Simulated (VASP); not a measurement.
# C (P4/mmm) in VASP: relaxation of cell and atoms with PBE

Aim: the relaxation of cell and atoms of C with PBE.

Everything below comes from runs of VASP 6.6.1. Logs are shortened: lines on timing, memory, paths and dates and some standing lists are left out, and cuts for length are marked.

### Step 1. The cell of the first run

Symmetry: P4/mmm, No. 123, tetragonal system. Conventional cell: a = 3.445 Å, b = 3.445 Å, c = 4.437 Å, α = 90.00°, β = 90.00°, γ = 90.00°. Within 1.8 Å of C (site symmetry m2m) lie 3 C at 1.37 to 1.47 Å.

The cell was generated, and may not be a known phase.

### Step 2. Relaxation of cell and atoms, PBE

The input, INCAR:

```
PREC = Accurate
ENCUT = 910
EDIFF = 1E-7
ISMEAR = 0
SIGMA = 0.1
LREAL = False
LASPH = True
NELM = 120
ALGO = Normal
ISIF = 3
LWAVE = False
LCHARG = False
GGA = PE
IBRION = 2
NSW = 100
EDIFFG = -0.01
GGA_COMPAT = False
NELMIN = 4
```

The input, KPOINTS:

```
Automatic mesh
0
Gamma
  14 14 10
```

The input, POSCAR:

```
C
1.0
    3.4446158852      0.0000000000      0.0000000000
    0.0000000000      3.4446158852      0.0000000000
    0.0000000000      0.0000000000      4.4370220450
C
4
Direct
    0.1990914680      0.5000000000      0.0000000000
    0.8009085320      0.5000000000      0.0000000000
    0.5000000000      0.1990914680      0.0000000000
    0.5000000000      0.8009085320      0.0000000000
```

Potentials or basis: VASP PAW PBE potentials, release 64 (C_h).

On the command line:

```
$ cat potpaw_PBE.64/C_h/POTCAR > POTCAR
$ mpirun -np 1 vasp_std > vasp.out
```

OUTCAR:

```text
PREC = Accurate
   ENCUT = 910
   EDIFF = 1E-7
   ISMEAR = 0
   LREAL = False
   LASPH = True
   NELM = 120
   ISIF = 3
   GGA = PE
   IBRION = 2
   NSW = 100
   EDIFFG = -0.01
   NELMIN = 4

 ion  position               nearest neighbor table
   1  0.199  0.500  0.000-   2 1.37   3 1.47   4 1.47
   2  0.801  0.500  0.000-   1 1.37   3 1.47   4 1.47
   3  0.500  0.199  0.000-   4 1.37   2 1.47   1 1.47
   4  0.500  0.801  0.000-   3 1.37   2 1.47   1 1.47

  LATTYP: Found a simple tetragonal cell.
 ALAT       =     3.4446158852
 C/A-ratio  =     1.2881035775

  Lattice vectors:

 A1 = (   3.4446158852,   0.0000000000,   0.0000000000)
 A2 = (   0.0000000000,   3.4446158852,   0.0000000000)
 A3 = (   0.0000000000,   0.0000000000,   4.4370220450)

Analysis of symmetry for initial positions (statically):
=====================================================================
 Subroutine PRICEL returns:
 Original cell was already a primitive cell.

 Routine SETGRP: Setting up the symmetry group for a
 simple tetragonal supercell.

 Subroutine GETGRP returns: Found 16 space group operations
 (whereof 16 operations were pure point group operations)
 out of a pool of 16 trial point group operations.

The static configuration has the point symmetry D_4h.

Analysis of symmetry for dynamics (positions and initial velocities):
=====================================================================
 Subroutine PRICEL returns:
 Original cell was already a primitive cell.

 Routine SETGRP: Setting up the symmetry group for a
 simple tetragonal supercell.

 Subroutine GETGRP returns: Found 16 space group operations
 (whereof 16 operations were pure point group operations)
 out of a pool of 16 trial point group operations.

The dynamic configuration has the point symmetry D_4h.

 Subroutine INISYM returns: Found 16 space group operations
 (whereof 16 operations are pure point group operations),
 and found     1 'primitive' translations

----------------------------------------------------------------------------------------

                                     Primitive cell

  volume of cell :      52.6469

  direct lattice vectors                    reciprocal lattice vectors
     3.444615885  0.000000000  0.000000000     0.290308131  0.000000000  0.000000000
     0.000000000  3.444615885  0.000000000     0.000000000  0.290308131  0.000000000
     0.000000000  0.000000000  4.437022045     0.000000000  0.000000000  0.225376388

  length of vectors
     3.444615885  3.444615885  4.437022045     0.290308131  0.290308131  0.225376388

  position of ions in fractional coordinates (direct lattice)
     0.199091468  0.500000000  0.000000000
     0.800908532  0.500000000  0.000000000
     0.500000000  0.199091468  0.000000000
     0.500000000  0.800908532  0.000000000

  ion indices of the primitive-cell ions
   primitive index   ion index
                 1           1
                 2           2
                 3           3
                 4           4

----------------------------------------------------------------------------------------

 KPOINTS: Automatic mesh

Automatic generation of k-mesh.
 Grid dimensions read from file:
 generate k-points for:   14   14   10

 Generating k-lattice:

  Cartesian coordinates                     Fractional coordinates (reciprocal lattice)
     0.020736295  0.000000000  0.000000000     0.071428571  0.000000000  0.000000000
     0.000000000  0.020736295  0.000000000     0.000000000  0.071428571  0.000000000
     0.000000000  0.000000000  0.022537639     0.000000000  0.000000000  0.100000000

  Length of vectors
     0.020736295  0.020736295  0.022537639

  Shift w.r.t. Gamma in fractional coordinates (k-lattice)
     0.000000000  0.000000000  0.000000000

 Subroutine IBZKPT returns following result:
 ===========================================

 Found    216 irreducible k-points:

 Following reciprocal coordinates:
            Coordinates               Weight
  0.000000  0.000000  0.000000      1.000000
  0.071429  0.000000  0.000000      4.000000
  0.142857  0.000000  0.000000      4.000000
  0.214286  0.000000  0.000000      4.000000
  0.285714  0.000000  0.000000      4.000000
  0.357143  0.000000  0.000000      4.000000
[... 16 lines left out ...]
  0.285714  0.214286  0.000000      8.000000
  0.357143  0.214286  0.000000      8.000000
 [... further k-points ...]
   k-points           NKPTS =    216   k-points in BZ     NKDIM =    216   number of bands    NBANDS=     12
   number of dos      NEDOS =    301   number of ions     NIONS =      4
   total plane-waves  NPLWV =  62208
   dimension x,y,z NGX =    36 NGY =   36 NGZ =   48
   dimension x,y,z NGXF=    72 NGYF=   72 NGZF=   96
   ions per type =               4
   NGX,Y,Z   is equivalent  to a cutoff of  17.37, 17.37, 17.98 a.u.
   NGXF,Y,Z  is equivalent  to a cutoff of  34.75, 34.75, 35.97 a.u.
 SYSTEM =  unknown system
   PREC   = accura    normal or accurate (medium, high low for compatibility)
   ISTART =      0    job   : 0-new  1-cont  2-samecut
   ICHARG =      2    charge: 1-file 2-atom 10-const
   ISPIN  =      1    spin polarized calculation?
   LNONCOLLINEAR =      F non collinear calculations
   LSORBIT =      F    spin-orbit coupling
   LASPH  =      T    aspherical Exc in radial PAW
   ENCUT  =  910.0 eV  66.88 Ry    8.18 a.u.   8.47  8.47 10.91*2*pi/ulx,y,z
   NELM   =    120;   NELMIN=  4; NELMDL= -5     # of ELM steps
   EDIFF  = 0.1E-06   stopping-criterion for ELM
   LREAL  =      F    real-space projection
   EDIFFG = -.1E-01   stopping-criterion for IOM
   NSW    =    100    number of steps for IOM
   IBRION =      2    ionic relax: 0-MD 1-quasi-New 2-CG
   NFREE  =      1    steps in history (QN), initial steepest desc. (CG)
   ISIF   =      3    stress and relaxation
   ISYM   =      2    0-nonsym 1-usesym 2-fastsym
   POTIM  = 0.5000    time-step for ionic-motion
   TEBEG  =    0.0;   TEEND  =   0.0 temperature during run
   PSTRESS=    0.0 pullay stress
   NELECT =      16.0000    total number of electrons
   NUPDOWN=      -1.0000    fix difference up-down
   EMIN   =  10.00;   EMAX   =-10.00  energy-range for DOS
   EFERMI =   0.00;   METHOD = LEGACY
   ISMEAR =     0;   SIGMA  =   0.10  broadening in eV -4-tet -1-fermi 0-gaus
   EFERMI_NEDOS =   21; number of points for ismear=-14 and -15
   IALGO  =     38    algorithm
   IMIX   =      4    mixing-type and parameters
     AMIX     =   0.40;   BMIX     =  1.00
     AMIX_MAG =   1.60;   BMIX_MAG =  1.00
  volume/ion in A,a.u.               =      13.16        88.82
  Fermi-wavevector in a.u.,A,eV,Ry     =   1.100670  2.079965 16.483108  1.211474
  Thomas-Fermi vector in A             =   2.237085
   LORBIT       =      0    0 simple, 1 ext, 2 COOP (PROOUT), +10 PAW based schemes
   GGA     = PE    functional components
   LHFCALC =     F    Hartree Fock is set to
   AEXX    =    0.0000 exact exchange contribution
   IVDW    =     0    specifies the selected vdW correction
   LEPSILON=     F    determine dielectric tensor
   LRPA    =     F    only Hartree local field effects (RPA)
 conjugate gradient relaxation of ions
 non-spin polarized calculation
 Gauss-broadening in eV      SIGMA  =   0.10
  energy-cutoff  :      910.00
  volume of cell :       52.65
 maximum number of plane-waves:      3310
 NGX is ok and might be reduce to    36
   NGX = 17   NGY = 17   NGZ = 21

--------------------------------------- Ionic step        1  -------------------------------------------

 number of electron      16.0000000 magnetization

 Free energy of the ion-electron system (eV)
  ---------------------------------------------------
  ext. energy  EPLUGINS =         0.00000000
  ---------------------------------------------------
  free energy    TOTEN  =       -34.92878834 eV

  energy without entropy =      -34.92838186  energy(sigma->0) =      -34.92858510

------------------------ aborting loop because EDIFF is reached ----------------------------------------

  FORCE on cell =-STRESS in cart. coord.  units (eV):
  Direction    XX          YY          ZZ          XY          YZ          ZX
  --------------------------------------------------------------------------------------
  -------------------------------------------------------------------------------------
  Total       -0.1020654     -0.1020654     -0.0516753      0.0000000     -0.0000000      0.0000000
  in kB       -3.1061044     -3.1061044     -1.5726076      0.0000000     -0.0000000      0.0000000
  external PRESSURE =      -2.5949388 kB  Pullay stress =       0.0000000 kB

 VOLUME and BASIS-vectors are now :
 -----------------------------------------------------------------------------
  energy-cutoff  :      910.00
  volume of cell :       52.65
      direct lattice vectors                 reciprocal lattice vectors
     3.444615885  0.000000000  0.000000000     0.290308131  0.000000000  0.000000000
     0.000000000  3.444615885  0.000000000     0.000000000  0.290308131  0.000000000
     0.000000000  0.000000000  4.437022045     0.000000000  0.000000000  0.225376388
[... 229 lines left out ...]
 POSITION                                       TOTAL-FORCE (eV/Angst)
 -----------------------------------------------------------------------------------
      0.68542      1.72156      0.00000        -0.005227     -0.000000     -0.000000
      2.75770      1.72156      0.00000         0.005227     -0.000000      0.000000
      1.72156      0.68542      0.00000         0.000000     -0.005227     -0.000000
      1.72156      2.75770      0.00000        -0.000000      0.005227      0.000000
 -----------------------------------------------------------------------------------
    total drift:                                0.000000      0.000000     -0.000000

  FREE ENERGIE OF THE ION-ELECTRON SYSTEM (eV)
  ---------------------------------------------------
  free  energy   TOTEN  =       -34.9289807354 eV

  energy  without entropy=      -34.9285545871  energy(sigma->0) =      -34.92876766

--------------------------------------- Ionic step        8  -------------------------------------------

 number of electron      16.0000000 magnetization

 Free energy of the ion-electron system (eV)
  ---------------------------------------------------
  ext. energy  EPLUGINS =         0.00000000
  ---------------------------------------------------
  free energy    TOTEN  =       -34.92914749 eV

  energy without entropy =      -34.92868706  energy(sigma->0) =      -34.92891728

 E-fermi :   1.9336     XC(G=0):  -8.0552

 val. band max:        1.8418375186   @ k =   0.2143   0.0000   0.0000
 cond. band min:       2.0273677118   @ k =   0.1429   0.1429   0.5000
 fundamental gap:      0.1855301932
 Fermi energy:         1.9335783386

 k-point     1 :       0.0000    0.0000    0.0000
  band No.  band energies     occupation
      1     -17.1083      2.00000
      2      -9.2218      2.00000
      3      -8.6574      2.00000
      4      -7.2245      2.00000
      5      -7.2245      2.00000
      6      -4.8495      2.00000
      7      -0.6896      2.00000
      8       3.7843      0.00000
      9       5.4892      0.00000
     10       5.9493      0.00000
     11       5.9493      0.00000
     12       8.7415      0.00000

 k-point     2 :       0.0714    0.0000    0.0000
  band No.  band energies     occupation
      1     -17.0737      2.00000
      2      -9.5093      2.00000
      3      -8.8044      2.00000
      4      -7.1802      2.00000
      5      -6.7615      2.00000
      6      -4.8005      2.00000
      7      -0.8467      2.00000
      8       3.4418      0.00000
      9       5.5452      0.00000
     10       5.9623      0.00000
     11       6.2045      0.00000
     12       8.6033      0.00000
[... 316 lines left out ...]
 k-point    24 :       0.3571    0.2143    0.0000
  band No.  band energies     occupation
      1     -16.0842      2.00000
      2     -12.1276      2.00000
      3     -10.5443      2.00000
      4      -5.2478      2.00000
      5      -3.7506      2.00000
      6      -3.2845      2.00000
      7      -2.4999      2.00000
      8       0.2883      2.00000
      9       3.4480      0.00000
     10       7.4377      0.00000
     11       8.8113      0.00000
     12      10.5771      0.00000

 [... further k-points ...]

------------------------ aborting loop because EDIFF is reached ----------------------------------------

  FORCE on cell =-STRESS in cart. coord.  units (eV):
  Direction    XX          YY          ZZ          XY          YZ          ZX
  --------------------------------------------------------------------------------------
  -------------------------------------------------------------------------------------
  Total       -0.0110828     -0.0110828     -0.0394976      0.0000000      0.0000000      0.0000000
  in kB       -0.3398756     -0.3398756     -1.2112698      0.0000000      0.0000000      0.0000000
  external PRESSURE =      -0.6303403 kB  Pullay stress =       0.0000000 kB

 VOLUME and BASIS-vectors are now :
 -----------------------------------------------------------------------------
  energy-cutoff  :      910.00
  volume of cell :       52.24
      direct lattice vectors                 reciprocal lattice vectors
     3.443429869  0.000000000  0.000000000     0.290408122 -0.000000000  0.000000000
    -0.000000000  3.443429869  0.000000000    -0.000000000  0.290408122  0.000000000
    -0.000000000 -0.000000000  4.406136890    -0.000000000 -0.000000000  0.226956181

 POSITION                                       TOTAL-FORCE (eV/Angst)
 -----------------------------------------------------------------------------------
      0.68542      1.72171      0.00000         0.002931     -0.000000      0.000000
      2.75801      1.72171      4.40614        -0.002931      0.000000     -0.000000
      1.72171      0.68542      0.00000        -0.000000      0.002931      0.000000
      1.72171      2.75801      0.00000         0.000000     -0.002931     -0.000000
 -----------------------------------------------------------------------------------
    total drift:                                0.000000     -0.000000     -0.000000

  FREE ENERGIE OF THE ION-ELECTRON SYSTEM (eV)
  ---------------------------------------------------
  free  energy   TOTEN  =       -34.9291474945 eV

  energy  without entropy=      -34.9286870621  energy(sigma->0) =      -34.92891728

 reached required accuracy - stopping structural energy minimisation
```

Wall time 20 min (1 thread of Intel Xeon Platinum 8375C at 2.90GHz (Ice Lake), shared host); peak memory 0.4 GiB.

What came out:

| Item | Value |
| --- | --- |
| Free energy | -34.9291 eV |
| Relaxed volume | 13.06 Å³/atom |
| Relaxed cell | a = 3.443 Å, b = 3.443 Å, c = 4.406 Å, α = 90.00°, β = 90.00°, γ = 90.00° |
| Space group after relaxing (to 0.1 Å) | P4/mmm (No. 123) |
| Energy gained by relaxing | 0.1 meV/atom |
| Ionic steps | 8 |
| Pressure after relaxing | -0.1 GPa |
| Band gap on the k mesh | zero (bands 8 and 9 overlap by 4.32 eV) |

Forces in eV/Å, atoms in the order of the input:
```
C    0.003  0.000  0.000
C   -0.003  0.000  0.000
C    0.000  0.003  0.000
C    0.000 -0.003  0.000
```

Stress tensor (GPa, compression positive):
```
-0.03  0.00  0.00
 0.00 -0.03  0.00
 0.00  0.00 -0.12
```

Step by step:
```tsv
step	energy change (eV)	largest force (eV/Å)	pressure (GPa)	volume (Å³)
1	0.0000	0.0146	-0.26	52.65
2	0.0002	0.0796	0.39	52.48
3	-0.0001	0.0147	-0.06	52.60
4	0.0000	0.0506	0.10	52.53
5	-0.0001	0.0103	0.00	52.57
6	-0.0001	0.0092	-0.01	52.54
7	-0.0002	0.0052	-0.03	52.44
8	-0.0004	0.0029	-0.06	52.24
```

Final structure:
```
C
1.0
     3.44343    0.00000    0.00000
     0.00000    3.44343    0.00000
     0.00000    0.00000    4.40614
C
4
Cartesian
  0.6854 1.7217 0.0000
  2.7580 1.7217 4.4061
  1.7217 0.6854 0.0000
  1.7217 2.7580 0.0000
```

Levels at points of the mesh, in eV from the Fermi level:
```csv
k point,band 6,band 7,band 8,band 9,band 10,band 11
"(0.00, 0.00, 0.00)",-6.78,-2.62,1.85,3.56,4.02,4.02
"(0.50, 0.00, 0.00)",-5.23,-4.95,-2.51,4.29,5.53,6.21
"(0.50, 0.50, 0.00)",-3.41,-2.66,-2.20,-2.20,7.87,7.92
"(0.00, 0.00, 0.50)",-7.15,-2.62,1.67,3.81,3.81,6.20
"(0.50, 0.00, 0.50)",-5.53,-4.94,-2.88,4.14,5.70,6.07
"(0.50, 0.50, 0.50)",-3.40,-2.94,-2.47,-2.47,7.63,7.93
```

Caveat: this functional lacks dispersion, which binds layers or chains, so the pressure and a relaxed spacing across them are unreliable.

The gap in the log of VASP goes by the Fermi energy; the results here count the filled bands.